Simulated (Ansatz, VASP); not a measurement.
**AgCl in VASP and in Ansatz**

```xyz
2
Lattice="3.4340 0.0172 0.0172 0.0172 3.4340 0.0172 0.0172 0.0172 3.4340" Properties=species:S:1:pos:R:3 pbc="T T T"
Ag    0.0000    0.0000    0.0000
Cl    1.7342    1.7342    1.7342
```

Change from the starting cell: equal xy, yz and zx shear strains of +1 %.

Alike in both runs: task single point; functional PBE; k mesh 9 × 9 × 9; occupations fermi-dirac, width 0.01 eV; no spin polarisation.

|  | VASP | Ansatz |
| --- | --- | --- |
| version | VASP 6.6.1 | Ansatz 0.2.0 |
| potentials or method | VASP PAW PBE potentials, release 64 (Ag, Cl), cutoff 520 eV | all-electron LAPW, scalar-relativistic |

VASP gave:

| Item | Value |
| --- | --- |
| gap on the k mesh at the Fermi level (eV) | 0.58 |
| pressure (GPa) | -0.2 |
| traceless stress, the component that is largest in VASP (GPa) | 0.12 |

Estimate Ansatz's values.

gap on the k mesh at the Fermi level (eV): 0.58; pressure (GPa): -0.1; traceless stress, the component that is largest in VASP (GPa): 0.12.

Ansatz ran all-electron here, and VASP with PAW potentials.
